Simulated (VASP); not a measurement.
Set up this calculation in VASP 6.6.1, as the native input.

```yaml
Task: single point
Functional: PBE
Potentials_or_basis: VASP PAW PBE potentials, release 64 (Cs_sv, Li_sv)
Cutoff: 520 eV
k_mesh: 4 × 4 × 4
Occupations: gaussian, width 0.1 eV
Spin: no spin polarisation
Dipole_correction: no
Further_INCAR_settings: ALGO = Normal; EDIFF = 1e-06; NBANDS = 24
```

The structure of CsLi2 lies in POSCAR:

```
CsLi2
1.0
    5.7522616119      0.0000000000      0.0000000000
    0.0000000000      5.7522616119      0.0000000000
    0.0000000000      0.0000000000      8.5715200438
Cs Li
2 4
Direct
    0.0000000000      0.5000000000      0.6564054026
    0.5000000000      0.0000000000      0.3435945974
    0.0000000000      0.0000000000      0.0000000000
    0.5000000000      0.5000000000      0.0000000000
    0.0000000000      0.5000000000      0.1077587808
    0.5000000000      0.0000000000      0.8922412192
```

One way to write it, as run:

INCAR

```
PREC     = Accurate       # precision mode
ENCUT    = 520            # plane-wave cutoff, eV
EDIFF    = 1E-6           # SCF threshold, eV
ISMEAR   = 0              # smearing method
SIGMA    = 0.1            # smearing width, eV
LREAL    = False          # projectors in reciprocal space
LASPH    = True           # aspherical terms in the spheres
NELM     = 100            # most SCF steps
ALGO     = Normal         # electronic algorithm
ISIF     = 2              # what is computed and relaxed
LWAVE    = False          # write WAVECAR
LCHARG   = False          # write CHGCAR
GGA      = PE             # functional
NBANDS   = 24             # bands
```

KPOINTS

```
Automatic mesh
0
Gamma
  4 4 4
```

Potentials or basis: VASP PAW PBE potentials, release 64 (Cs_sv, Li_sv).

Launch:

```bash
$ cat potpaw_PBE.64/Cs_sv/POTCAR potpaw_PBE.64/Li_sv/POTCAR > POTCAR
$ mpirun -np 1 vasp_std > vasp.out
```

Results of the run:

```
Band gap on the k mesh : zero (band 15 reaches 0.99 eV, above the bottom of band 16 at 0.06 eV)
```

Caveat: spin-orbit coupling is left out, which moves the levels of the heavy elements.

Wall time 66 s on 1 thread of Intel(R) Xeon(R) 6975P-C (Granite Rapids), on a shared host, peak memory 0.43 GiB.
